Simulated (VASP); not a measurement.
# Hf (P6_3/mmc) in VASP: further runs

Hf is run at these levels: r2SCAN; tasks: single point.

All numbers are computed with VASP 6.6.1; they aren't measurements. Logs are shortened: lines on timing, memory, paths and dates and some standing lists are left out, and cuts for length are marked.

## (1) The cell of the first run

It takes space group P6_3/mmc (No. 194, hexagonal). Conventional cell: a = 3.199 Å, b = 3.199 Å, c = 5.051 Å, α = 90.00°, β = 90.00°, γ = 120.00°. Hf (site symmetry -6m2) has 12 Hf at 3.13 to 3.20 Å within 4.1 Å.

## (2) Single point, r2SCAN

Input file POSCAR:

```
Hf
1.0
    3.1987335297      0.0000000000      0.0000000000
   -1.5993667648      2.7701844966      0.0000000000
    0.0000000000      0.0000000000      5.0505021987
Hf
2
Direct
    0.3333333333      0.6666666667      0.2500000000
    0.6666666667      0.3333333333      0.7500000000
```

Input file INCAR.step1:

```
SYSTEM = Hf
PREC = Accurate ; ENCUT = 520
ISMEAR = -1 ; SIGMA = 0.03
LREAL = .False. ; LASPH = .True.
NELM = 60 ; NBANDS = 17
GGA = PE ; ALGO = Normal
EDIFF = 1E-4 ; LWAVE = .True.
LCHARG = .False.
```

Input file INCAR.step2:

```
SYSTEM = Hf
PREC = Accurate ; ENCUT = 520
EDIFF = 1E-6 ; ISMEAR = -1
SIGMA = 0.03 ; LREAL = .False.
LASPH = .True. ; NELM = 60
ALGO = Normal ; ISIF = 2
LWAVE = .False. ; LCHARG = .False.
METAGGA = R2SCAN ; LMIXTAU = .True.
NBANDS = 17 ; ISTART = 1
```

Input file KPOINTS:

```
Automatic mesh
0
Gamma
  11 11 6
  0 0 0
```

Potentials or basis: VASP PAW PBE potentials, release 64 (Hf_pv).

Launch:

```sh
> cat potpaw_PBE.64/Hf_pv/POTCAR > POTCAR
> cp INCAR.step1 INCAR
> mpirun -np 1 vasp_std > vasp.out
> cp INCAR.step2 INCAR
> mpirun -np 1 vasp_std > vasp.out
```

OUTCAR:

```text
SYSTEM = Hf
   PREC = Accurate
   ENCUT = 520
   EDIFF = 1E-6
   ISMEAR = -1
   LREAL = .False.
   LASPH = .True.
   NELM = 60
   ISIF = 2
   METAGGA = R2SCAN
   ISTART = 1

 ion  position               nearest neighbor table
   1  0.333  0.667  0.250-   2 3.13   2 3.13   2 3.13   2 3.13   2 3.13   2 3.13
   2  0.667  0.333  0.750-   1 3.13   1 3.13   1 3.13   1 3.13   1 3.13   1 3.13

  LATTYP: Found a hexagonal cell.
 ALAT       =     3.1987335297
 C/A-ratio  =     1.5789068242

  Lattice vectors:

 A1 = (   3.1987335297,   0.0000000000,   0.0000000000)
 A2 = (  -1.5993667648,   2.7701844966,   0.0000000000)
 A3 = (   0.0000000000,   0.0000000000,   5.0505021987)

Analysis of symmetry for initial positions (statically):
=====================================================================
 Subroutine PRICEL returns:
 Original cell was already a primitive cell.

 Routine SETGRP: Setting up the symmetry group for a
 hexagonal supercell.

 Subroutine GETGRP returns: Found 24 space group operations
 (whereof 12 operations were pure point group operations)
 out of a pool of 24 trial point group operations.

The static configuration has the point symmetry D_3d.
 The point group associated with its full space group is D_6h.

Analysis of symmetry for dynamics (positions and initial velocities):
=====================================================================
 Subroutine PRICEL returns:
 Original cell was already a primitive cell.

 Routine SETGRP: Setting up the symmetry group for a
 hexagonal supercell.

 Subroutine GETGRP returns: Found 24 space group operations
 (whereof 12 operations were pure point group operations)
 out of a pool of 24 trial point group operations.

The dynamic configuration has the point symmetry D_3d.
 The point group associated with its full space group is D_6h.

 Subroutine INISYM returns: Found 24 space group operations
 (whereof 12 operations are pure point group operations),
 and found     1 'primitive' translations

----------------------------------------------------------------------------------------

                                     Primitive cell

  volume of cell :      44.7529

  direct lattice vectors                    reciprocal lattice vectors
     3.198733530  0.000000000  0.000000000     0.312623728  0.180493393  0.000000000
    -1.599366765  2.770184497  0.000000000     0.000000000  0.360986787  0.000000000
     0.000000000  0.000000000  5.050502199     0.000000000  0.000000000  0.198000112

  length of vectors
     3.198733530  3.198733530  5.050502199     0.360986787  0.360986787  0.198000112

  position of ions in fractional coordinates (direct lattice)
     0.333333333  0.666666667  0.250000000
     0.666666667  0.333333333  0.750000000

  ion indices of the primitive-cell ions
   primitive index   ion index
                 1           1
                 2           2

----------------------------------------------------------------------------------------

 KPOINTS: Automatic mesh

Automatic generation of k-mesh.
 Grid dimensions read from file:
 generate k-points for:   11   11    6

 Generating k-lattice:

  Cartesian coordinates                     Fractional coordinates (reciprocal lattice)
     0.028420339  0.016408490  0.000000000     0.090909091  0.000000000  0.000000000
     0.000000000  0.032816981  0.000000000     0.000000000  0.090909091  0.000000000
     0.000000000  0.000000000  0.033000019     0.000000000  0.000000000  0.166666667

  Length of vectors
     0.032816981  0.032816981  0.033000019

  Shift w.r.t. Gamma in fractional coordinates (k-lattice)
     0.000000000  0.000000000  0.000000000

 Subroutine IBZKPT returns following result:
 ===========================================

 Found     64 irreducible k-points:

 Following reciprocal coordinates:
            Coordinates               Weight
  0.000000  0.000000  0.000000      1.000000
  0.090909 -0.000000  0.000000      6.000000
  0.181818 -0.000000  0.000000      6.000000
  0.272727  0.000000  0.000000      6.000000
  0.363636  0.000000  0.000000      6.000000
  0.454545  0.000000  0.000000      6.000000
[... 16 lines left out ...]
  0.090909  0.090909  0.166667     12.000000
  0.181818  0.090909  0.166667     24.000000
 [... further k-points ...]
   k-points           NKPTS =     64   k-points in BZ     NKDIM =     64   number of bands    NBANDS=     17
   number of dos      NEDOS =    301   number of ions     NIONS =      2
   total plane-waves  NPLWV =  23040
   dimension x,y,z NGX =    24 NGY =   24 NGZ =   40
   dimension x,y,z NGXF=    48 NGYF=   48 NGZF=   80
   ions per type =               2
   NGX,Y,Z   is equivalent  to a cutoff of  12.47, 12.47, 13.17 a.u.
   NGXF,Y,Z  is equivalent  to a cutoff of  24.95, 24.95, 26.33 a.u.
 SYSTEM =  Hf
   PREC   = accura    normal or accurate (medium, high low for compatibility)
   ISTART =      1    job   : 0-new  1-cont  2-samecut
   ICHARG =      0    charge: 1-file 2-atom 10-const
   ISPIN  =      1    spin polarized calculation?
   LNONCOLLINEAR =      F non collinear calculations
   LSORBIT =      F    spin-orbit coupling
   LASPH  =      T    aspherical Exc in radial PAW
   ENCUT  =  520.0 eV  38.22 Ry    6.18 a.u.   5.95  5.95  9.39*2*pi/ulx,y,z
   NELM   =     60;   NELMIN=  2; NELMDL=  0     # of ELM steps
   EDIFF  = 0.1E-05   stopping-criterion for ELM
   LREAL  =      F    real-space projection
   EDIFFG = 0.1E-04   stopping-criterion for IOM
   NSW    =      0    number of steps for IOM
   IBRION =     -1    ionic relax: 0-MD 1-quasi-New 2-CG
   NFREE  =      0    steps in history (QN), initial steepest desc. (CG)
   ISIF   =      2    stress and relaxation
   ISYM   =      2    0-nonsym 1-usesym 2-fastsym
   POTIM  = 0.5000    time-step for ionic-motion
   TEBEG  =    0.0;   TEEND  =   0.0 temperature during run
   PSTRESS=    0.0 pullay stress
   NELECT =      20.0000    total number of electrons
   NUPDOWN=      -1.0000    fix difference up-down
   EMIN   =  10.00;   EMAX   =-10.00  energy-range for DOS
   EFERMI =   0.00;   METHOD = LEGACY
   ISMEAR =    -1;   SIGMA  =   0.03  broadening in eV -4-tet -1-fermi 0-gaus
   EFERMI_NEDOS =   21; number of points for ismear=-14 and -15
   IALGO  =     38    algorithm
   IMIX   =      4    mixing-type and parameters
     AMIX     =   0.40;   BMIX     =  1.00
     AMIX_MAG =   1.60;   BMIX_MAG =  1.00
  volume/ion in A,a.u.               =      22.38       151.00
  Fermi-wavevector in a.u.,A,eV,Ry     =   1.251635  2.365247 21.314756  1.566590
  Thomas-Fermi vector in A             =   2.385573
   LORBIT       =      0    0 simple, 1 ext, 2 COOP (PROOUT), +10 PAW based schemes
   METAGGA = R2SCAN    functional components
   LHFCALC =     F    Hartree Fock is set to
   AEXX    =    0.0000 exact exchange contribution
   IVDW    =     0    specifies the selected vdW correction
   LEPSILON=     F    determine dielectric tensor
   LRPA    =     F    only Hartree local field effects (RPA)
 non-spin polarized calculation
  energy-cutoff  :      520.00
  volume of cell :       44.75
 maximum number of plane-waves:      1222
 NGX is ok and might be reduce to    24
   NGX = 11   NGY = 11   NGZ = 19

 number of electron      20.0000004 magnetization

 Free energy of the ion-electron system (eV)
  ---------------------------------------------------
  ext. energy  EPLUGINS =         0.00000000
  ---------------------------------------------------
  free energy    TOTEN  =       -90.30534472 eV

  energy without entropy =      -90.30108650  energy(sigma->0) =      -90.30321561

 E-fermi :   4.8321     XC(G=0): -12.1529

 val. band max:        4.8194645182   @ k =   0.1818  -0.0000   0.1667
 cond. band min:       4.8482098754   @ k =   0.3636   0.1818   0.3333
 fundamental gap:      0.0287453572
 Fermi energy:         4.8321490248

 k-point     1 :       0.0000    0.0000    0.0000
  band No.  band energies     occupation
      1     -27.4217      2.00000
      2     -26.6572      2.00000
      3     -26.6572      2.00000
      4     -26.5271      2.00000
      5     -26.5271      2.00000
      6     -26.5251      2.00000
[... 9 lines left out ...]
     16       7.7412      0.00000
     17      10.4842      0.00000

 k-point     2 :       0.0909   -0.0000    0.0000
  band No.  band energies     occupation
      1     -27.3995      2.00000
      2     -26.7037      2.00000
      3     -26.6728      2.00000
      4     -26.5761      2.00000
      5     -26.5352      2.00000
      6     -26.5332      2.00000
[... 9 lines left out ...]
     16       7.4955      0.00000
     17      10.6799      0.00000

 k-point     3 :       0.1818   -0.0000    0.0000
  band No.  band energies     occupation
      1     -27.3366      2.00000
      2     -26.8287      2.00000
      3     -26.7131      2.00000
      4     -26.7033      2.00000
      5     -26.5657      2.00000
      6     -26.5508      2.00000
[... 9 lines left out ...]
     16       7.9275      0.00000
     17      11.0588      0.00000

 k-point     4 :       0.2727    0.0000    0.0000
  band No.  band energies     occupation
      1     -27.2435      2.00000
      2     -26.9928      2.00000
      3     -26.8617      2.00000
      4     -26.7633      2.00000
      5     -26.6161      2.00000
      6     -26.5758      2.00000
[... 9 lines left out ...]
     16       8.9489      0.00000
     17      11.3777      0.00000

 k-point     5 :       0.3636    0.0000    0.0000
  band No.  band energies     occupation
      1     -27.1432      2.00000
      2     -27.1384      2.00000
      3     -27.0002      2.00000
      4     -26.8077      2.00000
      5     -26.6816      2.00000
      6     -26.6001      2.00000
[... 9 lines left out ...]
     16      10.1490      0.00000
     17      11.5685      0.00000

 k-point     6 :       0.4545    0.0000    0.0000
  band No.  band energies     occupation
      1     -27.2319      2.00000
      2     -27.0799      2.00000
      3     -27.0551      2.00000
      4     -26.8335      2.00000
      5     -26.7414      2.00000
      6     -26.6149      2.00000
[... 9 lines left out ...]
     16      11.2662      0.00000
     17      11.6503      0.00000

 k-point     7 :       0.0909    0.0909    0.0000
  band No.  band energies     occupation
      1     -27.3570      2.00000
      2     -26.7789      2.00000
      3     -26.7264      2.00000
      4     -26.6419      2.00000
      5     -26.5555      2.00000
      6     -26.5523      2.00000
[... 9 lines left out ...]
     16       7.7887      0.00000
     17      10.8907      0.00000

 k-point     8 :       0.1818    0.0909    0.0000
  band No.  band energies     occupation
      1     -27.2786      2.00000
      2     -26.9114      2.00000
      3     -26.8390      2.00000
      4     -26.7191      2.00000
      5     -26.5962      2.00000
      6     -26.5838      2.00000
[... 9 lines left out ...]
     16       8.7471      0.00000
     17      11.1466      0.00000
[... 203 lines left out ...]
      1     -27.2979      2.00000
      2     -26.8128      2.00000
      3     -26.7496      2.00000
      4     -26.7023      2.00000
      5     -26.5786      2.00000
      6     -26.5618      2.00000
[... 9 lines left out ...]
     16       8.0702      0.00000
     17      11.0009      0.00000

 k-point    20 :       0.2727    0.0000    0.1667
  band No.  band energies     occupation
      1     -27.2386      2.00000
      2     -26.9608      2.00000
      3     -26.8966      2.00000
      4     -26.7510      2.00000
      5     -26.6191      2.00000
      6     -26.5886      2.00000
[... 9 lines left out ...]
     16       8.8572      0.00000
     17      11.2109      0.00000

 k-point    21 :       0.3636    0.0000    0.1667
  band No.  band energies     occupation
      1     -27.2333      2.00000
      2     -27.0691      2.00000
      3     -26.9884      2.00000
      4     -26.7941      2.00000
      5     -26.6710      2.00000
      6     -26.6142      2.00000
[... 9 lines left out ...]
     16       9.9508      0.00000
     17      11.3580      0.00000

 k-point    22 :       0.4545    0.0000    0.1667
  band No.  band energies     occupation
      1     -27.2824      2.00000
      2     -27.1351      2.00000
      3     -26.9700      2.00000
      4     -26.8191      2.00000
      5     -26.7175      2.00000
      6     -26.6298      2.00000
[... 9 lines left out ...]
     16      11.0904      0.00000
     17      11.4966      0.00000

 k-point    23 :       0.0909    0.0909    0.1667
  band No.  band energies     occupation
      1     -27.3133      2.00000
      2     -26.7636      2.00000
      3     -26.7359      2.00000
      4     -26.6755      2.00000
      5     -26.5665      2.00000
      6     -26.5627      2.00000
[... 9 lines left out ...]
     16       8.1258      0.00000
     17      10.8800      0.00000

 k-point    24 :       0.1818    0.0909    0.1667
  band No.  band energies     occupation
      1     -27.2567      2.00000
      2     -26.8934      2.00000
      3     -26.8553      2.00000
      4     -26.7320      2.00000
      5     -26.6033      2.00000
      6     -26.5900      2.00000
[... 9 lines left out ...]
     16       8.7911      0.00000
     17      11.0356      0.00000

 [... further k-points ...]
[... 5 lines left out ...]
  --------------------------------------------------------------------------------------
  -------------------------------------------------------------------------------------
  Total       -0.1403151     -0.1403151     -0.1789821     -0.0000000      0.0000000      0.0000000
  in kB       -5.0233519     -5.0233519     -6.4076502     -0.0000000      0.0000000      0.0000000
  external PRESSURE =      -5.4847847 kB  Pullay stress =       0.0000000 kB

 VOLUME and BASIS-vectors are now :
 -----------------------------------------------------------------------------
  energy-cutoff  :      520.00
  volume of cell :       44.75
      direct lattice vectors                 reciprocal lattice vectors
     3.198733530  0.000000000  0.000000000     0.312623728  0.180493393  0.000000000
    -1.599366765  2.770184497  0.000000000     0.000000000  0.360986787  0.000000000
     0.000000000  0.000000000  5.050502199     0.000000000  0.000000000  0.198000112

 POSITION                                       TOTAL-FORCE (eV/Angst)
 -----------------------------------------------------------------------------------
     -0.00000      1.84679      1.26263        -0.000000      0.000000      0.000000
      1.59937      0.92339      3.78788         0.000000     -0.000000      0.000000
 -----------------------------------------------------------------------------------
    total drift:                               -0.000000      0.000000     -0.000000

  FREE ENERGIE OF THE ION-ELECTRON SYSTEM (eV)
  ---------------------------------------------------
  free  energy   TOTEN  =       -90.3053447243 eV

  energy  without entropy=      -90.3010865048  energy(sigma->0) =      -90.30321561
```

It took 4.3 min on 1 thread of AMD EPYC 7R43 (Zen 3), shared host; peak memory 0.15 GiB.

Results:

```yaml
Free_energy: -90.3053 eV
Pressure: -0.5 GPa
Band_gap_on_the_k_mesh: zero (band 10 reaches 6.16 eV, above the bottom of band 11 at 4.46 eV)
```

Levels at points of the mesh, in eV from the Fermi level:
```csv
k point,band 7,band 8,band 9,band 10,band 11,band 12,band 13,band 14
"(0.00, 0.00, 0.00)",-7.75,-3.84,0.42,1.32,1.32,1.65,2.20,2.20
"(0.00, 0.00, 0.50)",-5.69,-5.69,0.16,0.16,1.22,1.22,1.22,1.22
```

Caveat: the PAW data sets were made with another functional, which shifts forces and pressure a little; spin-orbit coupling is left out, which moves the levels of the heavy elements.

## (3) Single point, r2SCAN

POSCAR is that of step 2.

Input file INCAR.step1:

```
PREC = Accurate
ENCUT = 520
ISMEAR = -1
SIGMA = 0.2
LREAL = F
LASPH = T
NELM = 80
NBANDS = 17
GGA = PE
ALGO = Normal
EDIFF = 1E-4
LWAVE = T
LCHARG = F
```

Input file INCAR.step2:

```
PREC = Accurate
ENCUT = 520
EDIFF = 1E-6
ISMEAR = -1
SIGMA = 0.2
LREAL = F
LASPH = T
NELM = 80
ALGO = Normal
ISIF = 2
LWAVE = F
LCHARG = F
METAGGA = R2SCAN
LMIXTAU = T
NBANDS = 17
ISTART = 1
```

Input file KPOINTS:

```
Automatic mesh
0
Gamma
  11 11 6
```

Potentials or basis: VASP PAW PBE potentials, release 64 (Hf_pv).

Launch:

```sh
> cat potpaw_PBE.64/Hf_pv/POTCAR > POTCAR
> cp INCAR.step1 INCAR
> mpirun -np 1 vasp_std > vasp.out
> cp INCAR.step2 INCAR
> mpirun -np 1 vasp_std > vasp.out
```

Run time: 4.5 min. Hardware: 1 thread of AMD EPYC 7R43 (Zen 3), shared host; peak memory 0.15 GiB.

It converged, with:

```
Free energy            : -90.4053 eV
Pressure               : -0.4 GPa
Band gap on the k mesh : zero (band 10 reaches 6.16 eV, above the bottom of band 11 at 4.46 eV)
```

Stress tensor (GPa, compression positive):
```
-0.44  0.00  0.00
 0.00 -0.44  0.00
 0.00  0.00 -0.17
```

Levels at points of the mesh, in eV from the Fermi level:
| k point | band 6 | band 7 | band 8 | band 9 | band 10 | band 11 | band 12 | band 13 | band 14 | band 15 |
| --- | --- | --- | --- | --- | --- | --- | --- | --- | --- | --- |
| (0.00, 0.00, 0.00) | -31.28 | -7.70 | -3.79 | 0.48 | 1.38 | 1.38 | 1.71 | 2.26 | 2.26 | 2.97 |
| (0.00, 0.00, 0.50) | -31.36 | -5.64 | -5.64 | 0.22 | 0.22 | 1.28 | 1.28 | 1.28 | 1.28 | 5.19 |

Caveat: the PAW data sets were made with another functional, which shifts forces and pressure a little; spin-orbit coupling is left out, which moves the levels of the heavy elements.

[end of part 1 of 2]
